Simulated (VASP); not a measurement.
# Sb (R-3m) in VASP: a series of runs, part 2 of 2

VASP 6.6.1. The steps go on from the part before.

**3. Electric field gradients, PBEsol (equal xy, yz and zx shear strains of -1 %)**

The input, INCAR:

```
PREC = Accurate
ENCUT = 520
EDIFF = 1E-8
ISMEAR = -1
SIGMA = 0.03
LREAL = F
LASPH = T
NELM = 60
ALGO = Normal
ISIF = 2
LWAVE = F
LCHARG = F
GGA = PS
LEFG = T
NBANDS = 8
```

The input, KPOINTS:

```
regular mesh
0
Gamma
  14 14 14
```

The input, POSCAR:

```
Sb
1.0
   -0.0230500000      2.2934750000      2.2934750000
    2.2934750000     -0.0230500000      2.2934750000
    2.2934750000      2.2934750000     -0.0230500000
Sb
1
Direct
    0.0000000000      0.0000000000      0.0000000000
```

Potentials or basis: VASP PAW PBE potentials, release 64 (Sb).

The run is started by

```bash
cat potpaw_PBE.64/Sb/POTCAR > POTCAR
mpirun -np 1 vasp_std > vasp.out
```

OUTCAR:

```text
PREC = Accurate
   ENCUT = 520
   EDIFF = 1E-8
   ISMEAR = -1
   LREAL = F
   LASPH = T
   NELM = 60
   ISIF = 2
   GGA = PS

 ion  position               nearest neighbor table
   1  0.000  0.000  0.000-

  LATTYP: Found a trigonal (rhomboedric) cell.
 ALAT       =     3.2435453525
 COS(alpha) =     0.4899250057

  Lattice vectors:

 A1 = (  -0.0230500000,   2.2934750000,   2.2934750000)
 A2 = (   2.2934750000,  -0.0230500000,   2.2934750000)
 A3 = (   2.2934750000,   2.2934750000,  -0.0230500000)

Analysis of symmetry for initial positions (statically):
=====================================================================
 Subroutine PRICEL returns:
 Original cell was already a primitive cell.

 Routine SETGRP: Setting up the symmetry group for a
 trigonal (rhombohedral) supercell.

 Subroutine GETGRP returns: Found 12 space group operations
 (whereof 12 operations were pure point group operations)
 out of a pool of 12 trial point group operations.

The static configuration has the point symmetry D_3d.

Analysis of symmetry for dynamics (positions and initial velocities):
=====================================================================
 Subroutine PRICEL returns:
 Original cell was already a primitive cell.

 Routine SETGRP: Setting up the symmetry group for a
 trigonal (rhombohedral) supercell.

 Subroutine GETGRP returns: Found 12 space group operations
 (whereof 12 operations were pure point group operations)
 out of a pool of 12 trial point group operations.

The dynamic configuration has the point symmetry D_3d.

 Subroutine INISYM returns: Found 12 space group operations
 (whereof 12 operations are pure point group operations),
 and found     1 'primitive' translations

----------------------------------------------------------------------------------------

                                     Primitive cell

  volume of cell :      24.4912

  direct lattice vectors                    reciprocal lattice vectors
    -0.023050000  2.293475000  2.293475000    -0.214750433  0.216930641  0.216930641
     2.293475000 -0.023050000  2.293475000     0.216930641 -0.214750433  0.216930641
     2.293475000  2.293475000 -0.023050000     0.216930641  0.216930641 -0.214750433

  length of vectors
     3.243545353  3.243545353  3.243545353     0.374480379  0.374480379  0.374480379

  position of ions in fractional coordinates (direct lattice)
     0.000000000  0.000000000  0.000000000

  ion indices of the primitive-cell ions
   primitive index   ion index
                 1           1

----------------------------------------------------------------------------------------

 KPOINTS: regular mesh

Automatic generation of k-mesh.
 Grid dimensions read from file:
 generate k-points for:   14   14   14

 Generating k-lattice:

[... 64 lines left out ...]
   NSW    =      0    number of steps for IOM
   IBRION =     -1    ionic relax: 0-MD 1-quasi-New 2-CG
   NFREE  =      0    steps in history (QN), initial steepest desc. (CG)
   ISIF   =      2    stress and relaxation
   ISYM   =      2    0-nonsym 1-usesym 2-fastsym
   POTIM  = 0.5000    time-step for ionic-motion
   TEBEG  =    0.0;   TEEND  =   0.0 temperature during run
   PSTRESS=    0.0 pullay stress
   NELECT =       5.0000    total number of electrons
   NUPDOWN=      -1.0000    fix difference up-down
   EMIN   =  10.00;   EMAX   =-10.00  energy-range for DOS
   EFERMI =   0.00;   METHOD = LEGACY
   ISMEAR =    -1;   SIGMA  =   0.03  broadening in eV -4-tet -1-fermi 0-gaus
   EFERMI_NEDOS =   21; number of points for ismear=-14 and -15
   IALGO  =     38    algorithm
   IMIX   =      4    mixing-type and parameters
     AMIX     =   0.40;   BMIX     =  1.00
     AMIX_MAG =   1.60;   BMIX_MAG =  1.00
  volume/ion in A,a.u.               =      24.49       165.27
  Fermi-wavevector in a.u.,A,eV,Ry     =   0.963965  1.821631 12.642933  0.929229
  Thomas-Fermi vector in A             =   2.093556
   LORBIT       =      0    0 simple, 1 ext, 2 COOP (PROOUT), +10 PAW based schemes
   GGA     = PS    functional components
   LHFCALC =     F    Hartree Fock is set to
   AEXX    =    0.0000 exact exchange contribution
   IVDW    =     0    specifies the selected vdW correction
   LEPSILON=     F    determine dielectric tensor
   LRPA    =     F    only Hartree local field effects (RPA)
 non-spin polarized calculation
  energy-cutoff  :      520.00
  volume of cell :       24.49
 maximum number of plane-waves:       672
   NGX = 13   NGY = 13   NGZ = 13

 number of electron       5.0000000 magnetization

 Free energy of the ion-electron system (eV)
  ---------------------------------------------------
  ext. energy  EPLUGINS =         0.00000000
  ---------------------------------------------------
  free energy    TOTEN  =        -4.26712697 eV

  energy without entropy =       -4.26471606  energy(sigma->0) =       -4.26592151

 E-fermi :   9.6969     XC(G=0): -10.7492

 val. band max:        9.6968714105   @ k =  -0.1429   0.3571   0.0714
 cond. band min:       9.7006565980   @ k =  -0.3571  -0.4286   0.0714
 fundamental gap:      0.0037851875
 Fermi energy:         9.6969210297

 k-point     1 :       0.0000    0.0000    0.0000
  band No.  band energies     occupation
      1      -4.0586      2.00000
      2      15.5908      0.00000
      3      15.5908      0.00000
      4      15.9188      0.00000
      5      19.8631      0.00000
      6      19.8631      0.00000
      7      19.9159      0.00000
      8      20.1949      0.00000
[... 243 lines left out ...]
 k-point    24 :       0.2857    0.1429    0.0000
  band No.  band energies     occupation
      1      -2.4525      2.00000
      2       9.4020      1.99989
      3      12.8761      0.00000
      4      13.2818      0.00000
      5      17.0828      0.00000
      6      18.7111      0.00000
      7      22.3401      0.00000
      8      22.7389      0.00000

 [... further k-points ...]

------------------------ aborting loop because EDIFF is reached ----------------------------------------

  FORCE on cell =-STRESS in cart. coord.  units (eV):
  Direction    XX          YY          ZZ          XY          YZ          ZX
  --------------------------------------------------------------------------------------
  -------------------------------------------------------------------------------------
  Total        0.7916256      0.7916256      0.7916256     -0.0644390     -0.0644390     -0.0644390
  in kB       51.7869476     51.7869476     51.7869476     -4.2155031     -4.2155031     -4.2155031
  external PRESSURE =      51.7869476 kB  Pullay stress =       0.0000000 kB

 VOLUME and BASIS-vectors are now :
 -----------------------------------------------------------------------------
  energy-cutoff  :      520.00
  volume of cell :       24.49
      direct lattice vectors                 reciprocal lattice vectors
    -0.023050000  2.293475000  2.293475000    -0.214750433  0.216930641  0.216930641
     2.293475000 -0.023050000  2.293475000     0.216930641 -0.214750433  0.216930641
     2.293475000  2.293475000 -0.023050000     0.216930641  0.216930641 -0.214750433

 POSITION                                       TOTAL-FORCE (eV/Angst)
 -----------------------------------------------------------------------------------
      0.00000      0.00000      0.00000         0.000000      0.000000      0.000000
 -----------------------------------------------------------------------------------
    total drift:                                0.000000     -0.000000     -0.000000

  FREE ENERGIE OF THE ION-ELECTRON SYSTEM (eV)
  ---------------------------------------------------
  free  energy   TOTEN  =        -4.2671269692 eV

  energy  without entropy=       -4.2647160590  energy(sigma->0) =       -4.26592151

 Electric field gradients (V/A^2)
---------------------------------------------------------------------
 ion       V_xx      V_yy      V_zz      V_xy      V_xz      V_yz
---------------------------------------------------------------------
   1      -0.000    -0.000    -0.000     7.375     7.375     7.375
---------------------------------------------------------------------

 Electric field gradients after diagonalization (V/A^2)
 (convention: |V_zz| > |V_xx| > |V_yy|)
----------------------------------------------------------------------
 ion       V_xx      V_yy      V_zz     asymmetry (V_yy - V_xx)/ V_zz
----------------------------------------------------------------------
   1      -7.375    -7.375    14.749       0.000
----------------------------------------------------------------------

           NMR quadrupolar parameters

 Cq : quadrupolar parameter    Cq=e*Q*V_zz/h
 eta: asymmetry parameters     (V_yy - V_xx)/ V_zz
 Q  : nuclear electric quadrupole moment in mb (millibarn)
----------------------------------------------------------------------
 ion       Cq(MHz)       eta       Q (mb)
----------------------------------------------------------------------
   1       0.036       0.000       1.000
----------------------------------------------------------------------
```

stdout:

```text
POSCAR found type information on POSCAR Sb
 POSCAR found :  1 types and       1 ions
 scaLAPACK will be used
 -----------------------------------------------------------------------------
|                                                                             |
|                                                                             |
|     You enforced a specific xc type in the INCAR file but a different       |
|     I HOPE YOU KNOW WHAT YOU ARE DOING!                                     |
|                                                                             |
 -----------------------------------------------------------------------------

 LDA part: xc-table for (Slater+PW92), standard interpolation
 POSCAR, INCAR and KPOINTS ok, starting setup
 FFT: planning ... GRIDC
 FFT: planning ... GRID_SOFT
 FFT: planning ... GRID
 WAVECAR not read
 entering main loop
ion   1
```

Run time: 30 s. Hardware: 1 thread of AMD EPYC 7R13, shared host; peak memory 0.18 GiB.

Results:

```
Free energy : -4.2671 eV
Pressure    : 5.2 GPa
```

Levels at points of the mesh, in eV from the Fermi level:
| k point | band 1 | band 2 | band 3 | band 4 | band 5 | band 6 | band 7 |
| --- | --- | --- | --- | --- | --- | --- | --- |
| (0.00, 0.00, 0.00) | -13.76 | 5.89 | 5.89 | 6.22 | 10.17 | 10.17 | 10.22 |
| (0.50, 0.00, 0.00) | -9.50 | -6.50 | 4.08 | 4.18 | 8.86 | 9.26 | 9.52 |
| (0.50, 0.50, 0.00) | -7.54 | -5.49 | 0.23 | 0.49 | 4.17 | 4.59 | 18.19 |
| (0.50, 0.50, 0.50) | -9.29 | -6.46 | 3.89 | 3.89 | 8.59 | 9.21 | 9.21 |

Electric field gradients, principal values (V/Å²):
| atom | least | middle | greatest (by size) |
| --- | --- | --- | --- |
| 1 Sb | -7.375 | -7.375 | 14.749 |

Caveat: the cell differs from its parent crystal (equal xy, yz and zx shear strains of -1 %); without QUAD_EFG the Cq values of the log hold for a quadrupole moment of 1 mb, not for the nuclei; the PAW data sets were made with another functional, which shifts forces and pressure a little; spin-orbit coupling is left out, which moves the levels of the heavy elements.

**4. Electric field gradients, PBEsol (equal xy, yz and zx shear strains of -1 %)**

The input, INCAR:

```
SYSTEM = Sb
  PREC = Accurate
  ENCUT = 520
  EDIFF = 1E-8
  ISMEAR = -1
  SIGMA = 0.03
  LREAL = .FALSE.
  LASPH = .TRUE.
  NELM = 60
  ALGO = Normal
  ISIF = 2
  LWAVE = .FALSE.
  LCHARG = .FALSE.
  GGA = PS
  LEFG = .TRUE.
  NBANDS = 8
```

The input, KPOINTS:

```
regular mesh
0
G
  14 14 14
  0 0 0
```

POSCAR is that of step 3.

Potentials or basis: VASP PAW PBE potentials, release 64 (Sb).

The run is started by

```bash
cat potpaw_PBE.64/Sb/POTCAR > POTCAR
mpirun -np 1 vasp_std > vasp.out
```

OUTCAR:

```text
SYSTEM = Sb
   PREC = Accurate
   ENCUT = 520
   EDIFF = 1E-8
   ISMEAR = -1
   LREAL = .FALSE.
   LASPH = .TRUE.
   NELM = 60
   ISIF = 2
   GGA = PS

 ion  position               nearest neighbor table
   1  0.000  0.000  0.000-

  LATTYP: Found a trigonal (rhomboedric) cell.
 ALAT       =     3.2435453525
 COS(alpha) =     0.4899250057

  Lattice vectors:

 A1 = (  -0.0230500000,   2.2934750000,   2.2934750000)
 A2 = (   2.2934750000,  -0.0230500000,   2.2934750000)
 A3 = (   2.2934750000,   2.2934750000,  -0.0230500000)

Analysis of symmetry for initial positions (statically):
=====================================================================
 Subroutine PRICEL returns:
 Original cell was already a primitive cell.

 Routine SETGRP: Setting up the symmetry group for a
 trigonal (rhombohedral) supercell.

 Subroutine GETGRP returns: Found 12 space group operations
 (whereof 12 operations were pure point group operations)
 out of a pool of 12 trial point group operations.

The static configuration has the point symmetry D_3d.

Analysis of symmetry for dynamics (positions and initial velocities):
=====================================================================
 Subroutine PRICEL returns:
 Original cell was already a primitive cell.

 Routine SETGRP: Setting up the symmetry group for a
 trigonal (rhombohedral) supercell.

 Subroutine GETGRP returns: Found 12 space group operations
 (whereof 12 operations were pure point group operations)
 out of a pool of 12 trial point group operations.

The dynamic configuration has the point symmetry D_3d.

 Subroutine INISYM returns: Found 12 space group operations
[... 145 lines left out ...]
 cond. band min:       9.7006565980   @ k =  -0.3571  -0.4286   0.0714
 fundamental gap:      0.0037851875
 Fermi energy:         9.6969210297

 k-point     1 :       0.0000    0.0000    0.0000
  band No.  band energies     occupation
      1      -4.0586      2.00000
      2      15.5908      0.00000
      3      15.5908      0.00000
      4      15.9188      0.00000
      5      19.8631      0.00000
      6      19.8631      0.00000
      7      19.9159      0.00000
      8      20.1949      0.00000
[... 243 lines left out ...]
 k-point    24 :       0.2857    0.1429    0.0000
  band No.  band energies     occupation
      1      -2.4525      2.00000
      2       9.4020      1.99989
      3      12.8761      0.00000
      4      13.2818      0.00000
      5      17.0828      0.00000
      6      18.7111      0.00000
      7      22.3401      0.00000
      8      22.7389      0.00000

 [... further k-points ...]
[... 5 lines left out ...]
  --------------------------------------------------------------------------------------
  -------------------------------------------------------------------------------------
  Total        0.7916256      0.7916256      0.7916256     -0.0644390     -0.0644390     -0.0644390
  in kB       51.7869476     51.7869476     51.7869476     -4.2155031     -4.2155031     -4.2155031
  external PRESSURE =      51.7869476 kB  Pullay stress =       0.0000000 kB

 VOLUME and BASIS-vectors are now :
 -----------------------------------------------------------------------------
  energy-cutoff  :      520.00
  volume of cell :       24.49
      direct lattice vectors                 reciprocal lattice vectors
    -0.023050000  2.293475000  2.293475000    -0.214750433  0.216930641  0.216930641
     2.293475000 -0.023050000  2.293475000     0.216930641 -0.214750433  0.216930641
     2.293475000  2.293475000 -0.023050000     0.216930641  0.216930641 -0.214750433

 POSITION                                       TOTAL-FORCE (eV/Angst)
 -----------------------------------------------------------------------------------
      0.00000      0.00000      0.00000         0.000000      0.000000      0.000000
 -----------------------------------------------------------------------------------
    total drift:                                0.000000     -0.000000     -0.000000

  FREE ENERGIE OF THE ION-ELECTRON SYSTEM (eV)
  ---------------------------------------------------
  free  energy   TOTEN  =        -4.2671269692 eV

  energy  without entropy=       -4.2647160590  energy(sigma->0) =       -4.26592151

 Electric field gradients (V/A^2)
---------------------------------------------------------------------
 ion       V_xx      V_yy      V_zz      V_xy      V_xz      V_yz
---------------------------------------------------------------------
   1      -0.000    -0.000    -0.000     7.375     7.375     7.375
---------------------------------------------------------------------

 Electric field gradients after diagonalization (V/A^2)
 (convention: |V_zz| > |V_xx| > |V_yy|)
----------------------------------------------------------------------
 ion       V_xx      V_yy      V_zz     asymmetry (V_yy - V_xx)/ V_zz
----------------------------------------------------------------------
   1      -7.375    -7.375    14.749       0.000
----------------------------------------------------------------------

           NMR quadrupolar parameters

 Cq : quadrupolar parameter    Cq=e*Q*V_zz/h
 eta: asymmetry parameters     (V_yy - V_xx)/ V_zz
 Q  : nuclear electric quadrupole moment in mb (millibarn)
----------------------------------------------------------------------
 ion       Cq(MHz)       eta       Q (mb)
----------------------------------------------------------------------
   1       0.036       0.000       1.000
----------------------------------------------------------------------
```

stdout:

```text
POSCAR found type information on POSCAR Sb
 POSCAR found :  1 types and       1 ions
 scaLAPACK will be used
 -----------------------------------------------------------------------------
|                                                                             |
|                                                                             |
|     You enforced a specific xc type in the INCAR file but a different       |
|     I HOPE YOU KNOW WHAT YOU ARE DOING!                                     |
|                                                                             |
 -----------------------------------------------------------------------------

 LDA part: xc-table for (Slater+PW92), standard interpolation
 POSCAR, INCAR and KPOINTS ok, starting setup
 FFT: planning ... GRIDC
 FFT: planning ... GRID_SOFT
 FFT: planning ... GRID
 WAVECAR not read
 entering main loop
ion   1
```

Wall time 30 s (1 thread of AMD EPYC 7R13, shared host); peak memory 0.18 GiB.

What came out:

| Quantity | Value |
| --- | --- |
| Free energy | -4.2671 eV |
| Pressure | 5.2 GPa |

Stress tensor (GPa, compression positive):
```
 5.18 -0.42 -0.42
-0.42  5.18 -0.42
-0.42 -0.42  5.18
```

Levels at points of the mesh, in eV from the Fermi level:
| k point | band 1 | band 2 | band 3 | band 4 | band 5 | band 6 |
| --- | --- | --- | --- | --- | --- | --- |
| (0.00, 0.00, 0.00) | -13.76 | 5.89 | 5.89 | 6.22 | 10.17 | 10.17 |
| (0.50, 0.00, 0.00) | -9.50 | -6.50 | 4.08 | 4.18 | 8.86 | 9.26 |
| (0.50, 0.50, 0.00) | -7.54 | -5.49 | 0.23 | 0.49 | 4.17 | 4.59 |
| (0.50, 0.50, 0.50) | -9.29 | -6.46 | 3.89 | 3.89 | 8.59 | 9.21 |

Electric field gradients, principal values (V/Å²):
| atom | least | middle | greatest (by size) |
| --- | --- | --- | --- |
| 1 Sb | -7.375 | -7.375 | 14.749 |

Caveat: the cell differs from its parent crystal (equal xy, yz and zx shear strains of -1 %); without QUAD_EFG the Cq values of the log hold for a quadrupole moment of 1 mb, not for the nuclei; the PAW data sets were made with another functional, which shifts forces and pressure a little; spin-orbit coupling is left out, which moves the levels of the heavy elements.
